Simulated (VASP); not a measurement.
# Si20H10S in VASP: notebook

Si20H10S is run at these levels: PBE+D3(BJ); tasks: single point.

Everything below comes from runs of VASP 6.6.1. Logs are shortened: lines on timing, memory, paths and dates and some standing lists are left out, and cuts for length are marked.

## 1. The cell of the first run

The cell holds a slab with vacuum, 31 atoms: a = 7.679 Å, b = 7.679 Å, c = 18.256 Å, α = 90.00°, β = 90.00°, γ = 90.00°.

## 2. Single point, PBE+D3(BJ)

Input file INCAR:

```
SYSTEM = Si20H10S
PREC = Accurate
ENCUT = 400
EDIFF = 1E-6
ISMEAR = 0
SIGMA = 0.02
LREAL = Auto
LASPH = .True.
NELM = 120
ALGO = Normal
ISIF = 2
LWAVE = .False.
LCHARG = .False.
GGA = PE
IVDW = 12
NBANDS = 69
GGA_COMPAT = .False.
NELMDL = -8
```

Input file KPOINTS:

```
Automatic mesh
0
Gamma
  2 2 1
  0 0 0
```

Input file POSCAR:

```
Si20H10S
1.0
    7.6791800000      0.0000000000      0.0000000000
    0.0000000000      7.6791800000      0.0000000000
    0.0000000000      0.0000000000     18.2555000000
H Si S
10 20 1
Direct
    0.4093920000      0.0000000000      0.0547780000
    0.0906080000      0.0000000000      0.0547780000
    0.9093920000      0.0000000000      0.0547780000
    0.5906080000      0.0000000000      0.0547780000
    0.4093920000      0.5000000000      0.0547780000
    0.0906080000      0.5000000000      0.0547780000
    0.9093920000      0.5000000000      0.0547780000
    0.5906080000      0.5000000000      0.0547780000
    0.3435525472      1.0735202517      0.5318232655
    0.7493546450      1.0475758788      0.4679014149
    0.2500000000      0.0000000000      0.1021884000
    0.7500000000      0.0000000000      0.1021884000
    0.2500000000      0.5000000000      0.1021884000
    0.7500000000      0.5000000000      0.1021884000
    0.2450482112      0.2511224316      0.1732126608
    0.7460448768      0.2495593627      0.1723162561
    0.2520294947      0.7504148667      0.1782488874
    0.7518633312      0.7490543365      0.1792406670
   -0.0065893636      0.2474677045      0.2457267058
    0.4969415667      0.2474649294      0.2438896528
    0.0040722586      0.7473203186      0.2554414899
    0.5009029542      0.7488325681      0.2551261773
    0.0061678102      0.0076800662      0.3246358055
    0.4955472089      0.0098079884      0.3240824054
    0.0325764869      0.4910201756      0.3281668339
    0.4907212076      0.4883980882      0.3246523256
    0.2508091846      0.1022232958      0.3918336853
    0.7512988695      0.0859973257      0.3873120663
    0.2627613736      0.4191619281      0.4110233494
    0.7615482963      0.3940908945      0.3641393614
    0.2275366607      0.9698866029      0.4966557582
```

Potentials or basis: VASP PAW PBE potentials, release 64 (H, Si, S).

On the command line:

```console
$ cat potpaw_PBE.64/H/POTCAR potpaw_PBE.64/Si/POTCAR potpaw_PBE.64/S/POTCAR > POTCAR
$ mpirun -np 1 vasp_std > vasp.out
```

OUTCAR:

```text
SYSTEM = Si20H10S
   PREC = Accurate
   ENCUT = 400
   EDIFF = 1E-6
   ISMEAR = 0
   LREAL = Auto
   LASPH = .True.
   NELM = 120
   ISIF = 2
   GGA = PE
   IVDW = 12
   NELMDL = -8
 IVDW          = 12

 ion  position               nearest neighbor table
   1  0.409  0.000  0.055-  11 1.50
   2  0.091  0.000  0.055-  11 1.50
   3  0.909  0.000  0.055-  12 1.50
   4  0.591  0.000  0.055-  12 1.50
   5  0.409  0.500  0.055-  13 1.50
   6  0.091  0.500  0.055-  13 1.50
   7  0.909  0.500  0.055-  14 1.50
   8  0.591  0.500  0.055-  14 1.50
   9  0.344  0.074  0.532-  31 1.36
  10  0.749  0.048  0.468-  28 1.50
  11  0.250  0.000  0.102-   1 1.50   2 1.50  15 2.32  17 2.37
  12  0.750  0.000  0.102-   3 1.50   4 1.50  16 2.30  18 2.39
  13  0.250  0.500  0.102-   5 1.50   6 1.50  15 2.31  17 2.37
  14  0.750  0.500  0.102-   7 1.50   8 1.50  16 2.31  18 2.37
  15  0.245  0.251  0.173-  13 2.31  11 2.32  20 2.33  19 2.34
  16  0.746  0.250  0.172-  12 2.30  14 2.31  20 2.32  19 2.32
  17  0.252  0.750  0.178-  11 2.37  21 2.37  22 2.37  13 2.37
  18  0.752  0.749  0.179-  22 2.37  14 2.37  21 2.38  12 2.39
  19  0.993  0.247  0.246-  16 2.32  23 2.34  15 2.34  25 2.42  30 3.02
  20  0.497  0.247  0.244-  16 2.32  15 2.33  24 2.34  26 2.37
  21  0.004  0.747  0.255-  23 2.37  17 2.37  25 2.38  18 2.38
  22  0.501  0.749  0.255-  24 2.37  26 2.37  17 2.37  18 2.37
  23  0.006  0.008  0.325-  19 2.34  28 2.35  27 2.36  21 2.37
  24  0.496  0.010  0.324-  20 2.34  28 2.35  27 2.36  22 2.37
  25  0.033  0.491  0.328-  30 2.31  21 2.38  29 2.39  19 2.42
  26  0.491  0.488  0.325-  30 2.32  20 2.37  22 2.37  29 2.42
  27  0.251  0.102  0.392-  31 2.17  23 2.36  24 2.36  29 2.46
  28  0.751  0.086  0.387-  10 1.50  23 2.35  24 2.35  30 2.40
  29  0.263  0.419  0.411-  25 2.39  26 2.42  27 2.46
  30  0.762  0.394  0.364-  25 2.31  26 2.32  28 2.40  19 3.02
  31  0.228  0.970  0.497-   9 1.36  27 2.17

  LATTYP: Found a simple tetragonal cell.
 ALAT       =     7.6791800000
 C/A-ratio  =     2.3772720525

  Lattice vectors:

 A1 = (   7.6791800000,   0.0000000000,   0.0000000000)
 A2 = (   0.0000000000,   7.6791800000,   0.0000000000)
 A3 = (   0.0000000000,   0.0000000000,  18.2555000000)

Analysis of symmetry for initial positions (statically):
=====================================================================
 Subroutine PRICEL returns:
 Original cell was already a primitive cell.

 Routine SETGRP: Setting up the symmetry group for a
 simple tetragonal supercell.

 Subroutine GETGRP returns: Found  1 space group operations
 (whereof  1 operations were pure point group operations)
 out of a pool of 16 trial point group operations.

The static configuration has the point symmetry C_1 .

Analysis of symmetry for dynamics (positions and initial velocities):
=====================================================================
 Subroutine PRICEL returns:
 Original cell was already a primitive cell.

 Routine SETGRP: Setting up the symmetry group for a
 simple tetragonal supercell.

 Subroutine GETGRP returns: Found  1 space group operations
 (whereof  1 operations were pure point group operations)
 out of a pool of 16 trial point group operations.

The dynamic configuration has the point symmetry C_1 .

 Subroutine INISYM returns: Found  1 space group operations
 (whereof  1 operations are pure point group operations),
 and found     1 'primitive' translations

----------------------------------------------------------------------------------------

                                     Primitive cell

  volume of cell :    1076.5233

  direct lattice vectors                    reciprocal lattice vectors
     7.679180000  0.000000000  0.000000000     0.130222237  0.000000000  0.000000000
     0.000000000  7.679180000  0.000000000     0.000000000  0.130222237  0.000000000
     0.000000000  0.000000000 18.255500000     0.000000000  0.000000000  0.054778012

  length of vectors
     7.679180000  7.679180000 18.255500000     0.130222237  0.130222237  0.054778012

[... 48 lines left out ...]
 non-spin polarized calculation
 Gauss-broadening in eV      SIGMA  =   0.02
  energy-cutoff  :      400.00
  volume of cell :     1076.52
 maximum number of plane-waves:     19595
   NGX = 25   NGY = 25   NGZ = 59

 number of electron      95.9999983 magnetization

 Free energy of the ion-electron system (eV)
  ---------------------------------------------------
  ext. energy  EPLUGINS =         0.00000000
  ---------------------------------------------------
  free energy    TOTEN  =      -141.33433379 eV

  energy without entropy =     -141.33433379  energy(sigma->0) =     -141.33433379

 E-fermi :  -0.3903     XC(G=0):  -4.8061

 val. band max:       -0.5155946881   @ k =   0.5000   0.5000   0.0000
 cond. band min:      -0.2383907953   @ k =   0.0000   0.0000   0.0000
 fundamental gap:      0.2772038928
 Fermi energy:        -0.3902838229

 k-point     1 :       0.0000    0.0000    0.0000
  band No.  band energies     occupation
      1     -13.9355      2.00000
      2     -12.0948      2.00000
      3     -10.9481      2.00000
      4     -10.2496      2.00000
      5     -10.2109      2.00000
      6     -10.1618      2.00000
[... 52 lines left out ...]
     59       1.9896      0.00000
     60       2.2826      0.00000

 k-point     2 :       0.5000    0.0000    0.0000
  band No.  band energies     occupation
      1     -13.9331      2.00000
      2     -11.6585      2.00000
      3     -11.4801      2.00000
      4     -10.5632      2.00000
      5     -10.3676      2.00000
      6      -9.6623      2.00000
[... 52 lines left out ...]
     59       2.3799      0.00000
     60       2.4316      0.00000

 k-point     3 :       0.0000    0.5000    0.0000
  band No.  band energies     occupation
      1     -13.9343      2.00000
      2     -11.8066      2.00000
      3     -11.2678      2.00000
      4     -10.6520      2.00000
      5     -10.0526      2.00000
      6      -9.8676      2.00000
[... 52 lines left out ...]
     59       2.3981      0.00000
     60       2.4092      0.00000

 k-point     4 :       0.5000    0.5000    0.0000
  band No.  band energies     occupation
      1     -13.9321      2.00000
      2     -11.4070      2.00000
      3     -11.1127      2.00000
      4     -10.7740      2.00000
      5     -10.7405      2.00000
      6     -10.2373      2.00000
[... 52 lines left out ...]
     59       2.8854      0.00000
     60       2.9552      0.00000
 [bands above 60 left out]

------------------------ aborting loop because EDIFF is reached ----------------------------------------

 Edisp (eV)   -5.24741

 E8    (eV) :    -2.1663

  FORCE on cell =-STRESS in cart. coord.  units (eV):
  Direction    XX          YY          ZZ          XY          YZ          ZX
  --------------------------------------------------------------------------------------
  -------------------------------------------------------------------------------------
  Total      10.47116    -2.87579    -0.92708     0.40527    -0.02140    -0.01382
  in kB      15.58411    -4.28000    -1.37977     0.60316    -0.03184    -0.02056
  external pressure =        3.31 kB  Pullay stress =        0.00 kB

 VOLUME and BASIS-vectors are now :
 -----------------------------------------------------------------------------
  energy-cutoff  :      400.00
  volume of cell :     1076.52
      direct lattice vectors                 reciprocal lattice vectors
     7.679180000  0.000000000  0.000000000     0.130222237  0.000000000  0.000000000
     0.000000000  7.679180000  0.000000000     0.000000000  0.130222237  0.000000000
     0.000000000  0.000000000 18.255500000     0.000000000  0.000000000  0.054778012

 POSITION                                       TOTAL-FORCE (eV/Angst)
 -----------------------------------------------------------------------------------
      3.14379      0.00000      1.00000        -0.605958      0.001615      0.023839
      0.69580      0.00000      1.00000         0.634013     -0.086707     -0.006588
      6.98338      0.00000      1.00000        -0.632037     -0.081819      0.003205
      4.53539      0.00000      1.00000         0.615304     -0.125520      0.010043
      3.14379      3.83959      1.00000        -0.604769      0.026885      0.019806
      0.69580      3.83959      1.00000         0.622293      0.095554     -0.004002
[... 23 lines left out ...]
      5.84807      3.02629      6.64755         0.007139     -0.010879     -0.007717
      1.74729      7.44793      9.06670         0.046101      0.050109      0.010950
 -----------------------------------------------------------------------------------
    total drift:                                0.000196      0.002583      0.000899

  FREE ENERGIE OF THE ION-ELECTRON SYSTEM (eV)
  ---------------------------------------------------
  free  energy   TOTEN  =      -146.5817388873 eV

  energy  without entropy=     -146.5817388873  energy(sigma->0) =     -146.58173889
```

It took 8.8 min on 1 thread of Intel Xeon 8259CL, shared host; peak memory 0.67 GiB.

Results:

```yaml
Free_energy: -146.5817 eV
Largest_force: 0.640 eV/Å
Band_gap_on_the_k_mesh: 0.28 eV (least direct gap 0.69 eV)
Dispersion_energy_per_atom: -0.169 eV
```

Forces in eV/Å, atoms in the order of the input:
```
H   -0.606  0.002  0.024
H    0.634 -0.087 -0.007
H   -0.632 -0.082  0.003
H    0.615 -0.126  0.010
H   -0.605  0.027  0.020
H    0.622  0.096 -0.004
H   -0.618  0.060  0.005
H    0.620  0.092  0.004
H   -0.040 -0.044 -0.037
H   -0.008 -0.001 -0.004
Si  -0.090 -0.195  0.022
Si   0.077 -0.335 -0.005
Si  -0.043  0.295 -0.046
Si   0.021  0.265 -0.014
Si   0.004  0.005 -0.004
Si  -0.005 -0.003  0.004
Si  -0.006 -0.008 -0.004
Si  -0.002 -0.009  0.003
Si   0.010 -0.001  0.007
Si  -0.004  0.000  0.010
Si   0.011  0.006  0.000
Si  -0.002  0.009 -0.002
Si  -0.008  0.000  0.003
Si  -0.001 -0.007  0.010
Si  -0.007 -0.002 -0.002
Si  -0.002 -0.003 -0.002
Si   0.001  0.001  0.002
Si   0.010 -0.001  0.004
Si   0.002  0.006 -0.003
Si   0.007 -0.011 -0.008
S    0.046  0.050  0.011
```

Caveat: there is no dipole correction, which matters where the two faces differ.

## 3. Single point, PBE+D3(BJ)

Input file INCAR:

```
SYSTEM = Si20H10S
PREC     = Accurate       ! precision mode
ENCUT    = 400            ! plane-wave cutoff, eV
EDIFF    = 1E-6           ! SCF threshold, eV
ISMEAR   = 0              ! smearing method
SIGMA    = 0.02           ! smearing width, eV
LREAL    = Auto         
LASPH    = .True.         ! aspherical terms in the spheres
NELM     = 120            ! most SCF steps
ALGO     = Normal         ! electronic algorithm
ISIF     = 2              ! what is computed and relaxed
LWAVE    = .False.        ! write WAVECAR
LCHARG   = .False.        ! write CHGCAR
GGA      = PE             ! functional
IVDW     = 12             ! dispersion correction
NBANDS   = 69             ! bands
GGA_COMPAT= .False.      
NELMDL   = -8
```

KPOINTS is that of step 2.

Input file POSCAR:

```
Si20H10S
1.0
    7.6791800000      0.0000000000      0.0000000000
    0.0000000000      7.6791800000      0.0000000000
    0.0000000000      0.0000000000     18.2555000000
H Si S
10 20 1
Direct
    0.4093920100      0.0000000000      0.0547780100
    0.0906079700      0.0000000000      0.0547780100
    0.9093919800      0.0000000000      0.0547780100
    0.5906079500      0.0000000000      0.0547780100
    0.4093920100      0.4999999800      0.0547780100
    0.0906079700      0.4999999800      0.0547780100
    0.9093919800      0.4999999800      0.0547780100
    0.5906079500      0.4999999800      0.0547780100
    0.4895564078      1.1288852098      0.3975271275
    0.4247517859      0.9617519596      0.4964060848
    0.2499999900      0.0000000000      0.1021883800
    0.7499999700      0.0000000000      0.1021883800
    0.2499999900      0.4999999800      0.1021883800
    0.7499999700      0.4999999800      0.1021883800
    0.2472628327      0.2506180436      0.1731136138
    0.7508861499      0.2503017145      0.1732154904
    0.2496662696      0.7500729472      0.1793427660
    0.7507437826      0.7487653143      0.1780658185
   -0.0004056445      0.2449214055      0.2458629124
    0.4981700870      0.2511015505      0.2436880613
   -0.0017806816      0.7510525925      0.2547126147
    0.5020360340      0.7473861802      0.2554879432
   -0.0151039448      0.0075177970      0.3248540998
    0.5160624590      0.0150487736      0.3214562180
   -0.0003773166      0.4929483414      0.3261915547
    0.4982568661      0.4900916098      0.3267595647
    0.2483553993      0.0747676363      0.3812615205
    0.7525649575      0.0628627677      0.4094209473
    0.2480479400      0.3865656883      0.3816076193
    0.7502921132      0.3594565513      0.3698412402
    0.2514573140      0.9360869245      0.4845237057
```

Potentials or basis: VASP PAW PBE potentials, release 64 (H, Si, S).

On the command line:

```console
$ cat potpaw_PBE.64/H/POTCAR potpaw_PBE.64/Si/POTCAR potpaw_PBE.64/S/POTCAR > POTCAR
$ mpirun -np 1 vasp_std > vasp.out
```

Run time: 8 min. Hardware: 1 thread of Intel Xeon 8259CL, shared host; peak memory 0.67 GiB.

The run converged. Its results:

| Property | Result |
| --- | --- |
| Free energy | -144.6025 eV |
| Largest force | 0.631 eV/Å |
| Band gap on the k mesh | zero (bands 48 and 49 overlap by 0.49 eV) |
| Dispersion energy per atom | -0.174 eV |

Forces on the atoms (eV/Å):
```
H   -0.617 -0.078  0.023
H    0.617 -0.102  0.008
H   -0.616 -0.106 -0.003
H    0.624 -0.096 -0.003
H   -0.605  0.081  0.011
H    0.588  0.123  0.005
H   -0.601  0.086 -0.012
H    0.612  0.067  0.002
H   -0.003 -0.001  0.016
H   -0.033 -0.013  0.012
Si  -0.008 -0.188  0.051
Si  -0.013 -0.155 -0.041
Si   0.002  0.232  0.040
Si   0.020  0.128 -0.066
Si   0.000  0.005  0.004
Si   0.001  0.008  0.005
Si  -0.004  0.001 -0.001
Si   0.000 -0.001  0.000
Si  -0.009 -0.006  0.003
Si   0.004 -0.004  0.002
Si   0.000  0.003  0.003
Si  -0.001 -0.001  0.002
Si   0.001  0.012 -0.012
Si   0.000  0.005  0.005
Si  -0.001 -0.007 -0.007
Si   0.003 -0.006 -0.004
Si  -0.009 -0.024  0.026
Si  -0.005  0.000 -0.008
Si   0.000  0.001 -0.009
Si  -0.001 -0.004 -0.015
S    0.053  0.040 -0.037
```

Levels at points of the mesh, in eV from the Fermi level:
```csv
k point,band 46,band 47,band 48,band 49,band 50,band 51
"(0.00, 0.00, 0.00)",-0.95,-0.88,-0.51,-0.22,0.42,0.82
"(0.50, 0.00, 0.00)",-1.08,-0.89,0.08,0.55,0.99,1.35
"(0.00, 0.50, 0.00)",-0.81,-0.78,-0.45,-0.08,0.60,1.21
"(0.50, 0.50, 0.00)",-1.37,-0.77,0.27,0.76,0.92,1.54
```

Caveat: the k points lie up to 0.41 Å⁻¹ apart; there is no dipole correction, which matters where the two faces differ.

## 4. Single point, PBE+D3(BJ)

INCAR is that of step 3.

Input file KPOINTS:

```
regular mesh
0
Gamma
  2 2 1
  0 0 0
```

Input file POSCAR:

```
Si20H10S
1.0
    7.6791800000      0.0000000000      0.0000000000
    0.0000000000      7.6791800000      0.0000000000
    0.0000000000      0.0000000000     18.2555000000
H Si S
10 20 1
Direct
    0.4093920184      0.0000000000      0.0547780121
    0.0906079816      0.0000000000      0.0547780121
    0.9093920184      0.0000000000      0.0547780121
    0.5906079816      0.0000000000      0.0547780121
    0.4093920184      0.5000000000      0.0547780121
    0.0906079816      0.5000000000      0.0547780121
    0.9093920184      0.5000000000      0.0547780121
    0.5906079816      0.5000000000      0.0547780121
    0.3435525668      1.0735202196      0.5318232861
    0.7493546186      1.0475759131      0.4679013996
    0.2500000000      0.0000000000      0.1021883816
    0.7500000000      0.0000000000      0.1021883816
    0.2500000000      0.5000000000      0.1021883816
    0.7500000000      0.5000000000      0.1021883816
    0.2450481692      0.2511223855      0.1732126756
    0.7460448902      0.2495593279      0.1723162335
    0.2520295136      0.7504148880      0.1782489113
    0.7518633500      0.7490543261      0.1792406672
   -0.0065893754      0.2474676984      0.2457267125
    0.4969416005      0.2474649637      0.2438896771
    0.0040723098      0.7473202868      0.2554414834
    0.5009029610      0.7488325576      0.2551261812
    0.0061678460      0.0076801169      0.3246358084
    0.4955471808      0.0098079482      0.3240823861
    0.0325765251      0.4910201350      0.3281668538
    0.4907212749      0.4883981102      0.3246523513
    0.2508092010      0.1022232843      0.3918336940
    0.7512988366      0.0859973330      0.3873120429
    0.2627613886      0.4191619418      0.4110233628
    0.7615482382      0.3940909055      0.3641393553
    0.2275366641      0.9698866285      0.4966557476
```

On the command line:

```console
$ cat potpaw_PBE.64/H/POTCAR potpaw_PBE.64/Si/POTCAR potpaw_PBE.64/S/POTCAR > POTCAR
$ mpirun -np 1 vasp_std > vasp.out
```

Wall time 7.1 min (1 thread of Intel Xeon 8259CL, shared host); peak memory 0.67 GiB.

It converged, with:

```yaml
Free_energy: -146.5817 eV
Largest_force: 0.640 eV/Å
Band_gap_on_the_k_mesh: 0.28 eV (least direct gap 0.69 eV)
Dispersion_energy_per_atom: -0.169 eV
```

Forces in eV/Å, atoms in the order of the input:
```
H   -0.606  0.002  0.024
H    0.634 -0.087 -0.007
H   -0.632 -0.082  0.003
H    0.615 -0.126  0.010
H   -0.605  0.027  0.020
H    0.622  0.096 -0.004
H   -0.618  0.060  0.005
H    0.620  0.092  0.004
H   -0.040 -0.044 -0.037
H   -0.008 -0.001 -0.004
Si  -0.090 -0.195  0.022
Si   0.077 -0.335 -0.005
Si  -0.043  0.295 -0.046
Si   0.021  0.265 -0.014
Si   0.004  0.005 -0.004
Si  -0.005 -0.003  0.004
Si  -0.006 -0.008 -0.004
Si  -0.002 -0.009  0.003
Si   0.010 -0.001  0.007
Si  -0.004  0.000  0.010
Si   0.011  0.006  0.000
Si  -0.002  0.009 -0.002
Si  -0.008  0.000  0.003
Si  -0.001 -0.007  0.010
Si  -0.007 -0.002 -0.002
Si  -0.002 -0.003 -0.002
Si   0.001  0.001  0.002
Si   0.010 -0.001  0.004
Si   0.002  0.006 -0.003
Si   0.007 -0.011 -0.008
S    0.046  0.050  0.011
```

Levels at points of the mesh, in eV from the valence-band top:
```
           k point  band 45  band 46  band 47  band 48  band 49  band 50  band 51  band 52
(0.00, 0.00, 0.00)    -0.89    -0.66    -0.56    -0.46     0.28     1.08     1.32     1.51
(0.50, 0.00, 0.00)    -0.89    -0.80    -0.75    -0.17     0.60     1.69     1.78     2.11
(0.00, 0.50, 0.00)    -1.13    -0.65    -0.37    -0.31     0.38     1.54     1.69     1.90
(0.50, 0.50, 0.00)    -1.37    -1.26    -0.93     0.00     0.75     1.92     1.96     2.14
```

Caveat: there is no dipole correction, which matters where the two faces differ.

The gap in the log of VASP goes by the Fermi energy; the results here count the filled bands.